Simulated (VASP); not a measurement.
A run of VASP 6.6.1 is set up as follows.

File INCAR:

```
ALGO = Normal
EDIFF = 1E-7
EDIFFG = -0.002
ENCUT = 600
IBRION = 2
ISIF = 3
ISMEAR = 0
LASPH = T
LCHARG = F
LREAL = F
LWAVE = F
NELM = 60
NSW = 100
PREC = Accurate
PSTRESS = 20.0
SIGMA = 0.01
```

File KPOINTS:

```
k-points
0
Gamma
  8 8 8
```

The input POSCAR:

```
BP
1.0
    0.0000000000      2.2453815682      2.2453815682
    2.2453815682      0.0000000000      2.2453815682
    2.2453815682      2.2453815682      0.0000000000
B P
1 1
Direct
    0.0000000000      0.0000000000      0.0000000000
    0.7500000000      0.7500000000      0.7500000000
```

Potentials or basis: VASP PAW LDA potentials, release 64 (B, P).

Launch:

```sh
$ cat potpaw_LDA.64/B/POTCAR potpaw_LDA.64/P/POTCAR > POTCAR
$ mpirun -np 1 vasp_std > vasp.out
```

**Question.** Predict the band gap on the k mesh.

**Answer.** 1.17 eV, indirect (least direct gap 3.45 eV).

**Question.** Estimate the relaxed volume.

**Answer.** 11.19 Å³/atom.

**Question.** Predict the relaxed cell.

**Answer.** a = 3.163 Å, b = 3.163 Å, c = 3.163 Å, α = 60.00°, β = 60.00°, γ = 60.00°.

**Question.** What does it give for the space group after relaxing (to 0.05 Å)?

**Answer.** F-43m (No. 216).

Step by step:
```
step  energy change (eV)  largest force (eV/Å)  pressure (GPa)  volume (Å³)
   1              0.0000                0.0000           -0.12        22.64
   2              0.0056                0.0000            3.86        22.15
   3              0.0015                0.0000            2.00        22.37
```

Caveat: the cell is relaxed towards a set pressure, so the enthalpy falls and the energy may rise. LDA usually gives volumes a few per cent too small.
